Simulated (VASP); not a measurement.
Crystal: HfH2.

```
Hf H
1.0
    -1.73900    1.73900    2.18050
     1.73900   -1.73900    2.18050
     1.73900    1.73900   -2.18050
Hf H
1 2
Direct
  0.00000 0.00000 0.00000
  0.75000 0.25000 0.50000
  0.25000 0.75000 0.50000
```

* Program: VASP 6.6.1
* Task: relaxation of cell and atoms
* Functional: LDA
* Potentials or basis: VASP PAW LDA potentials, release 64 (Hf_pv, H)
* Cutoff: 600 eV
* k mesh: 8 × 8 × 8
* Occupations: gaussian, width 0.1 eV
* Spin: no spin polarisation

At the start: pressure -8.5 GPa; volume 8.79 Å³/atom.

Problem. How do energy, volume and symmetry change on relaxing?

Solution. Over 4 steps the energy falls by 14.0 meV/atom and the volume is 8.30 Å³/atom (-5.6 %); space group I4/mmm (No. 139, to 0.1 Å) before and after.

The path:
| step | energy change (eV) | largest force (eV/Å) | pressure (GPa) | volume (Å³) |
| --- | --- | --- | --- | --- |
| 1 | 0.0000 | 0.0000 | -8.49 | 26.38 |
| 2 | -0.0397 | 0.0000 | 1.86 | 24.64 |
| 3 | -0.0412 | 0.0000 | 0.06 | 24.90 |
| 4 | -0.0421 | 0.0000 | 0.05 | 24.89 |

Final structure:
```cif
data_structure
_symmetry_space_group_name_H-M 'P 1'
_symmetry_Int_Tables_number 1
_cell_length_a 3.2213
_cell_length_b 3.2213
_cell_length_c 3.2213
_cell_angle_alpha 115.885
_cell_angle_beta 115.885
_cell_angle_gamma 97.289
_cell_volume 24.89
loop_
_atom_site_label
_atom_site_type_symbol
_atom_site_fract_x
_atom_site_fract_y
_atom_site_fract_z
_atom_site_occupancy
Hf1 Hf 0.00000 0.00000 0.00000 1
H1 H 0.75000 0.25000 0.50000 1
H2 H 0.25000 0.75000 0.50000 1
```
